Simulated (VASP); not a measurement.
# Ba3PrBr (Pm-3m) in VASP: further runs

Ba3PrBr is run at these levels: PBE; tasks: single point.

Program: VASP 6.6.1. These are calculated values, not measurements. Logs are shortened: lines on timing, memory, paths and dates and some standing lists are left out, and cuts for length are marked.

## (1) The cell of the first run

It takes space group Pm-3m (No. 221, cubic). Conventional cell: a = 5.215 Å, b = 5.215 Å, c = 5.215 Å, α = 90.00°, β = 90.00°, γ = 90.00°. Within 3.4 Å of Ba (site symmetry 4/mmm) lie 2 Pr at 2.61 Å. Pr (site symmetry m-3m) has 6 Ba at 2.61 Å within 3.4 Å. Br (site symmetry m-3m) has 12 Ba at 3.69 Å and 8 Pr at 4.52 Å within 4.8 Å.

## (2) Single point, PBE

INCAR

```
PREC = Accurate ; ENCUT = 520
EDIFF = 1E-7 ; ISMEAR = 0
SIGMA = 0.1 ; LREAL = F
LASPH = T ; NELM = 60
ALGO = Normal ; ISIF = 2
LWAVE = F ; LCHARG = F
GGA = PE ; NBANDS = 33
```

KPOINTS

```
Automatic mesh
0
Gamma
  4 4 4
```

POSCAR

```
Ba3PrBr
1.0
    5.2150809600      0.0000000000      0.0000000000
    0.0000000000      5.2150809600      0.0000000000
    0.0000000000      0.0000000000      5.2150809600
Ba Pr Br
3 1 1
Direct
    0.5000000000      0.0000000000      0.0000000000
    0.0000000000      0.0000000000      0.5000000000
    0.0000000000      0.5000000000      0.0000000000
    0.0000000000      0.0000000000      0.0000000000
    0.5000000000      0.5000000000      0.5000000000
```

Potentials or basis: VASP PAW PBE potentials, release 64 (Ba_sv, Pr, Br).

Started as:

```sh
$ cat potpaw_PBE.64/Ba_sv/POTCAR potpaw_PBE.64/Pr/POTCAR potpaw_PBE.64/Br/POTCAR > POTCAR
$ mpirun -np 1 vasp_std > vasp.out
```

OUTCAR:

```text
PREC = Accurate
   ENCUT = 520
   EDIFF = 1E-7
   ISMEAR = 0
   LREAL = F
   LASPH = T
   NELM = 60
   ISIF = 2
   GGA = PE

 ion  position               nearest neighbor table
   1  0.500  0.000  0.000-   4 2.61   4 2.61   2 3.69   5 3.69   2 3.69   5 3.69   3 3.69   5 3.69
                             5 3.69   2 3.69   3 3.69   3 3.69   2 3.69   3 3.69
   2  0.000  0.000  0.500-   4 2.61   4 2.61   1 3.69   5 3.69   1 3.69   3 3.69   3 3.69   3 3.69
                             5 3.69   3 3.69   1 3.69   5 3.69   1 3.69   5 3.69
   3  0.000  0.500  0.000-   4 2.61   4 2.61   1 3.69   5 3.69   2 3.69   5 3.69   1 3.69   2 3.69
                             2 3.69   2 3.69   1 3.69   5 3.69   5 3.69   1 3.69
   4  0.000  0.000  0.000-   1 2.61   2 2.61   3 2.61   2 2.61   3 2.61   1 2.61
   5  0.500  0.500  0.500-   1 3.69   2 3.69   3 3.69   1 3.69   3 3.69   1 3.69   2 3.69   1 3.69
                             2 3.69   3 3.69   3 3.69   2 3.69

  LATTYP: Found a simple cubic cell.
 ALAT       =     5.2150809600

  Lattice vectors:

 A1 = (   5.2150809600,   0.0000000000,   0.0000000000)
 A2 = (   0.0000000000,   5.2150809600,   0.0000000000)
 A3 = (   0.0000000000,   0.0000000000,   5.2150809600)

Analysis of symmetry for initial positions (statically):
=====================================================================
 Subroutine PRICEL returns:
 Original cell was already a primitive cell.

 Routine SETGRP: Setting up the symmetry group for a
 simple cubic supercell.

 Subroutine GETGRP returns: Found 48 space group operations
 (whereof 48 operations were pure point group operations)
 out of a pool of 48 trial point group operations.

The static configuration has the point symmetry O_h .

Analysis of symmetry for dynamics (positions and initial velocities):
=====================================================================
 Subroutine PRICEL returns:
 Original cell was already a primitive cell.

 Routine SETGRP: Setting up the symmetry group for a
 simple cubic supercell.

 Subroutine GETGRP returns: Found 48 space group operations
 (whereof 48 operations were pure point group operations)
 out of a pool of 48 trial point group operations.

The dynamic configuration has the point symmetry O_h .

 Subroutine INISYM returns: Found 48 space group operations
 (whereof 48 operations are pure point group operations),
 and found     1 'primitive' translations

[... 85 lines left out ...]
   EDIFF  = 0.1E-06   stopping-criterion for ELM
   LREAL  =      F    real-space projection
   EDIFFG = 0.1E-05   stopping-criterion for IOM
   NSW    =      0    number of steps for IOM
   IBRION =     -1    ionic relax: 0-MD 1-quasi-New 2-CG
   NFREE  =      0    steps in history (QN), initial steepest desc. (CG)
   ISIF   =      2    stress and relaxation
   ISYM   =      2    0-nonsym 1-usesym 2-fastsym
   POTIM  = 0.5000    time-step for ionic-motion
   TEBEG  =    0.0;   TEEND  =   0.0 temperature during run
   PSTRESS=    0.0 pullay stress
   NELECT =      50.0000    total number of electrons
   NUPDOWN=      -1.0000    fix difference up-down
   EMIN   =  10.00;   EMAX   =-10.00  energy-range for DOS
   EFERMI =   0.00;   METHOD = LEGACY
   ISMEAR =     0;   SIGMA  =   0.10  broadening in eV -4-tet -1-fermi 0-gaus
   EFERMI_NEDOS =   21; number of points for ismear=-14 and -15
   IALGO  =     38    algorithm
   IMIX   =      4    mixing-type and parameters
     AMIX     =   0.40;   BMIX     =  1.00
     AMIX_MAG =   1.60;   BMIX_MAG =  1.00
  volume/ion in A,a.u.               =      28.37       191.43
  Fermi-wavevector in a.u.,A,eV,Ry     =   1.156477  2.185425 18.196972  1.337440
  Thomas-Fermi vector in A             =   2.293097
   LORBIT       =      0    0 simple, 1 ext, 2 COOP (PROOUT), +10 PAW based schemes
   GGA     = PE    functional components
   LHFCALC =     F    Hartree Fock is set to
   AEXX    =    0.0000 exact exchange contribution
   IVDW    =     0    specifies the selected vdW correction
   LEPSILON=     F    determine dielectric tensor
   LRPA    =     F    only Hartree local field effects (RPA)
 non-spin polarized calculation
 Gauss-broadening in eV      SIGMA  =   0.10
  energy-cutoff  :      520.00
  volume of cell :      141.83
 maximum number of plane-waves:      3887
 NGX is ok and might be reduce to    40
   NGX = 19   NGY = 19   NGZ = 19

 number of electron      50.0000004 magnetization

 Free energy of the ion-electron system (eV)
  ---------------------------------------------------
  ext. energy  EPLUGINS =         0.00000000
  ---------------------------------------------------
  free energy    TOTEN  =        -7.24149606 eV

  energy without entropy =       -7.20614761  energy(sigma->0) =       -7.22382184

 E-fermi :   5.7568     XC(G=0):  -9.9561

 val. band max:        5.7235885645   @ k =   0.5000   0.5000   0.0000
 cond. band min:       5.7730627266   @ k =   0.2500   0.2500   0.2500
 fundamental gap:      0.0494741622
 Fermi energy:         5.7567876518

 k-point     1 :       0.0000    0.0000    0.0000
  band No.  band energies     occupation
      1     -30.3448      2.00000
      2     -22.5065      2.00000
      3     -22.5065      2.00000
      4     -22.3613      2.00000
      5     -14.5609      2.00000
      6     -14.5609      2.00000
[... 349 lines left out ...]
     32       7.7097      0.00000
     33       7.7097      0.00000

------------------------ aborting loop because EDIFF is reached ----------------------------------------

  FORCE on cell =-STRESS in cart. coord.  units (eV):
  Direction    XX          YY          ZZ          XY          YZ          ZX
  --------------------------------------------------------------------------------------
  -------------------------------------------------------------------------------------
  Total       20.0210961     20.0210961     20.0210961     -0.0000000      0.0000000      0.0000000
  in kB      226.1597250    226.1597250    226.1597250     -0.0000000      0.0000000      0.0000000
  external PRESSURE =     226.1597250 kB  Pullay stress =       0.0000000 kB

 VOLUME and BASIS-vectors are now :
 -----------------------------------------------------------------------------
  energy-cutoff  :      520.00
  volume of cell :      141.83
      direct lattice vectors                 reciprocal lattice vectors
     5.215080960  0.000000000  0.000000000     0.191751577  0.000000000  0.000000000
     0.000000000  5.215080960  0.000000000     0.000000000  0.191751577  0.000000000
     0.000000000  0.000000000  5.215080960     0.000000000  0.000000000  0.191751577

 POSITION                                       TOTAL-FORCE (eV/Angst)
 -----------------------------------------------------------------------------------
      2.60754      0.00000      0.00000         0.000000      0.000000      0.000000
      0.00000      0.00000      2.60754         0.000000      0.000000      0.000000
      0.00000      2.60754      0.00000         0.000000      0.000000      0.000000
      0.00000      0.00000      0.00000         0.000000      0.000000      0.000000
      2.60754      2.60754      2.60754         0.000000      0.000000      0.000000
 -----------------------------------------------------------------------------------
    total drift:                                0.000000      0.000000     -0.000000

  FREE ENERGIE OF THE ION-ELECTRON SYSTEM (eV)
  ---------------------------------------------------
  free  energy   TOTEN  =        -7.2414960586 eV

  energy  without entropy=       -7.2061476142  energy(sigma->0) =       -7.22382184
```

OSZICAR:

```text
N       E                     dE             d eps       ncg     rms          rms(c)
DAV:   1     0.511164947872E+03    0.51116E+03   -0.21392E+04   780   0.227E+03
DAV:   2     0.456564394061E+02   -0.46551E+03   -0.44335E+03  1153   0.450E+02
DAV:   3    -0.124576456288E+02   -0.58114E+02   -0.55144E+02  1100   0.190E+02
[... 15 lines left out ...]
DAV:  19    -0.724150977991E+01   -0.89504E-05   -0.23632E-05  1120   0.481E-02    0.503E-02
DAV:  20    -0.724150291098E+01    0.68689E-05   -0.57708E-06  1024   0.233E-02    0.352E-02
DAV:  21    -0.724149611107E+01    0.67999E-05   -0.19183E-05  1040   0.451E-02    0.914E-03
DAV:  22    -0.724149609891E+01    0.12167E-07   -0.12045E-06   933   0.639E-03    0.452E-03
DAV:  23    -0.724149605858E+01    0.40332E-07   -0.60301E-08   564   0.223E-03
   1 F= -.72414961E+01 E0= -.72238218E+01  d E =-.353484E-01
```

Run time: 59 s. Hardware: 1 thread of Intel Xeon 6975P-C (Granite Rapids), shared host; peak memory 0.27 GiB.

What came out:

```yaml
Free_energy: -7.2415 eV
Pressure: 22.6 GPa
Band_gap_on_the_k_mesh: zero (band 25 reaches 5.92 eV, above the bottom of band 26 at 4.99 eV)
```

Caveat: spin-orbit coupling is left out, which moves the levels of the heavy elements; the run has no spin polarisation, though such a crystal can be magnetic; without U or exact exchange the open f shell lies at the Fermi level, which spoils levels, moments and volumes. Spin polarisation is off, so any magnetic state and its effect on volume and gap are missing.

## (3) Single point, PBE

This run uses another cell than the first one, of 56.26 Å³/atom, 1.983 times its volume.

INCAR

```
PREC = Accurate
ENCUT = 520
EDIFF = 1E-7
ISMEAR = 0
SIGMA = 0.1
LREAL = F
LASPH = T
NELM = 100
ALGO = Normal
ISIF = 2
LWAVE = F
LCHARG = F
GGA = PE
NBANDS = 33
```

KPOINTS

```
regular mesh
0
Gamma
  4 4 4
```

POSCAR: that of step 2 with these lines changed.

```diff
@@ -2,5 +2,5 @@
 1.0
-    5.2150809600      0.0000000000      0.0000000000
-    0.0000000000      5.2150809600      0.0000000000
-    0.0000000000      0.0000000000      5.2150809600
+    6.5522976484      0.0000000000      0.0000000000
+    0.0000000000      6.5522976484      0.0000000000
+    0.0000000000      0.0000000000      6.5522976484
 Ba Pr Br
```

Potentials or basis: VASP PAW PBE potentials, release 64 (Ba_sv, Pr, Br).

Started as:

```sh
$ cat potpaw_PBE.64/Ba_sv/POTCAR potpaw_PBE.64/Pr/POTCAR potpaw_PBE.64/Br/POTCAR > POTCAR
$ mpirun -np 1 vasp_std > vasp.out
```

Wall time 1.9 min (1 thread of Intel Xeon 6975P-C (Granite Rapids), shared host); peak memory 0.41 GiB.

Results (log left out):

- Free energy: -11.0130 eV
- Pressure: -0.9 GPa
- Band gap on the k mesh: zero (band 25 reaches 1.84 eV, above the bottom of band 26 at 1.56 eV)

Levels at points of the mesh, in eV from the Fermi level:
| k point | band 22 | band 23 | band 24 | band 25 | band 26 | band 27 | band 28 | band 29 |
| --- | --- | --- | --- | --- | --- | --- | --- | --- |
| (0.00, 0.00, 0.00) | -1.02 | -1.02 | -1.02 | -0.20 | -0.20 | 0.17 | 0.17 | 0.17 |
| (0.50, 0.00, 0.00) | -0.95 | -0.22 | -0.22 | -0.06 | -0.06 | 0.03 | 0.03 | 0.15 |
| (0.50, 0.50, 0.00) | -0.22 | -0.22 | -0.06 | -0.06 | 0.01 | 0.04 | 0.14 | 0.14 |
| (0.50, 0.50, 0.50) | -0.29 | -0.29 | 0.00 | 0.00 | 0.00 | 0.08 | 0.31 | 0.31 |

Caveat: spin-orbit coupling is left out, which moves the levels of the heavy elements; the run has no spin polarisation, though such a crystal can be magnetic; without U or exact exchange the open f shell lies at the Fermi level, which spoils levels, moments and volumes. Spin polarisation is off, so any magnetic state and its effect on volume and gap are missing.

## (4) Single point, PBE

This run uses another cell than the first one, of 53.97 Å³/atom, 1.903 times its volume.

INCAR

```
PREC     = Accurate       # precision mode
ENCUT    = 520            # plane-wave cutoff, eV
EDIFF    = 1E-6           # SCF threshold, eV
ISMEAR   = 0              # smearing method
SIGMA    = 0.1            # smearing width, eV
LREAL    = F              # projectors in reciprocal space
LASPH    = T              # aspherical terms in the spheres
NELM     = 60             # most SCF steps
ALGO     = Normal         # electronic algorithm
ISIF     = 2              # what is computed and relaxed
LWAVE    = F              # write WAVECAR
LCHARG   = T              # write CHGCAR
GGA      = PE             # functional
LELF     = T              # ELF
LVHAR    = T            
NBANDS   = 33             # bands
```

KPOINTS

```
Automatic mesh
0
Gamma
  6 6 6
```

POSCAR: that of step 3 with these lines changed.

```diff
@@ -2,5 +2,5 @@
 1.0
-    6.5522976484      0.0000000000      0.0000000000
-    0.0000000000      6.5522976484      0.0000000000
-    0.0000000000      0.0000000000      6.5522976484
+    6.4623020594      0.0000000000      0.0000000000
+    0.0000000000      6.4623020594      0.0000000000
+    0.0000000000      0.0000000000      6.4623020594
 Ba Pr Br
```

Started as:

```sh
$ cat potpaw_PBE.64/Ba_sv/POTCAR potpaw_PBE.64/Pr/POTCAR potpaw_PBE.64/Br/POTCAR > POTCAR
$ mpirun -np 1 vasp_std > vasp.out
```

It took 2.8 min on 1 thread of Intel Xeon 6975P-C (Granite Rapids), shared host; peak memory 0.44 GiB.

Results (log left out):

```yaml
Free_energy: -11.0858 eV
Pressure: -0.8 GPa
Band_gap_on_the_k_mesh: zero (band 25 reaches 2.02 eV, above the bottom of band 26 at 1.74 eV)
```

Levels at points of the mesh, in eV from the Fermi level:
| k point | band 21 | band 22 | band 23 | band 24 | band 25 | band 26 | band 27 | band 28 | band 29 | band 30 |
| --- | --- | --- | --- | --- | --- | --- | --- | --- | --- | --- |
| (0.00, 0.00, 0.00) | -1.90 | -1.12 | -1.12 | -1.12 | -0.22 | -0.22 | 0.19 | 0.19 | 0.19 | 0.22 |
| (0.50, 0.00, 0.00) | -1.04 | -1.03 | -0.27 | -0.27 | -0.07 | -0.06 | 0.02 | 0.02 | 0.16 | 0.20 |
| (0.50, 0.50, 0.00) | -0.60 | -0.27 | -0.27 | -0.08 | -0.08 | -0.01 | 0.04 | 0.15 | 0.15 | 0.19 |
| (0.50, 0.50, 0.50) | -0.32 | -0.32 | -0.32 | -0.01 | -0.01 | -0.01 | 0.05 | 0.35 | 0.35 | 0.35 |

Caveat: spin-orbit coupling is left out, which moves the levels of the heavy elements; the run has no spin polarisation, though such a crystal can be magnetic; without U or exact exchange the open f shell lies at the Fermi level, which spoils levels, moments and volumes. Spin polarisation is off, so any magnetic state and its effect on volume and gap are missing.

## (5) Overview

```csv
cell,k mesh,gap on the mesh (eV),pressure (GPa)
"a = 5.215 Å, 5 atoms",4 × 4 × 4,none,22.6
"a = 6.552 Å, 5 atoms",4 × 4 × 4,none,-0.9
"a = 6.462 Å, 5 atoms",6 × 6 × 6,none,-0.8
```

Alike in all rows: task single point; level PBE; potentials or basis VASP PAW PBE potentials, release 64 (Ba_sv, Pr, Br); no spin polarisation; cutoff (eV) 520; smearing gaussian 0.1 eV.

Caveats: spin-orbit coupling is left out, which moves the levels of the heavy elements; the run has no spin polarisation, though such a crystal can be magnetic; without U or exact exchange the open f shell lies at the Fermi level, which spoils levels, moments and volumes.

Total energies depend on the potentials used, so only differences within one code and one set of settings carry meaning.
